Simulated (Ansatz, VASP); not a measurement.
**Y in VASP and in Ansatz**

```xyz
3
Lattice="5.4163 0.0000 0.0000 -2.7081 4.6906 0.0000 0.0000 0.0000 3.3820" Properties=species:S:1:pos:R:3 pbc="T T T"
Y    -2.7081    4.6906    0.0000
Y     0.0000    3.1271    1.6910
Y     2.7081    1.5635    1.6910
```

Alike in both runs: task single point; functional PBE; k mesh 7 × 7 × 10; occupations fermi-dirac, width 0.1 eV; no spin polarisation.

```csv
,VASP,Ansatz
version,VASP 6.6.1,Ansatz 0.2.0
potentials or method,"VASP PAW PBE potentials, release 64 (Y_sv), cutoff 500 eV","plane waves (420 eV) with PAW, scalar-relativistic"
valence electrons in the cell,33,33
```

```csv
,VASP,Ansatz,Ansatz less VASP
pressure (GPa),5.9,6.1,+0.16
"traceless stress, the component that is largest in VASP (GPa)",-0.44,-0.43,+0.008
```
